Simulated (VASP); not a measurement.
## Li: relaxation of cell and atoms with PBE

Li:

```
Li
1.0
     2.72668    0.00000    0.00000
     0.00000    2.72668    0.00000
     0.00000    0.00000    2.72668
Li
1
Cartesian
  0.0000 0.0000 0.0000
```

```yaml
Program: VASP 6.6.1
Task: relaxation of cell and atoms
Functional: PBE
Potentials_or_basis: VASP PAW PBE potentials, release 64 (Li_sv)
Cutoff: 600 eV
k_mesh: 20 × 20 × 20
Occupations: gaussian, width 0.1 eV
Spin: no spin polarisation
Dipole_correction: no
Further_INCAR_settings: ALGO = Fast; EDIFF = 1e-07; IBRION = 2; EDIFFG = -0.01; NSW = 100; ISIF = 3
```

* Pressure after relaxing: -0.1 GPa

Final structure:
```
Li
1.0
     2.72668    0.00000    0.00000
     0.00000    2.72668    0.00000
     0.00000    0.00000    2.72668
Li
1
Direct
  0.00000 0.00000 0.00000
```

Levels at points of the mesh, in eV from the Fermi level:
```tsv
k point	band 1	band 2	band 3	band 4	band 5
(0.00, 0.00, 0.00)	-46.75	-3.47	12.03	12.03	12.03
(0.50, 0.00, 0.00)	-46.73	-0.69	2.07	14.97	14.97
(0.50, 0.50, 0.00)	-46.71	3.20	3.20	5.73	8.41
(0.50, 0.50, 0.50)	-46.69	6.73	6.73	6.73	10.18
```

Run time: 46 s on 1 thread of Intel Xeon 6975P-C, on a shared host, peak memory 0.15 GiB.

Caveat: the cutoff is under 1.25 times the usual one of these potentials, so pressure, stress and relaxed cells hold a basis-set (Pulay) error; the relaxation stopped at its first step, so nothing moved.
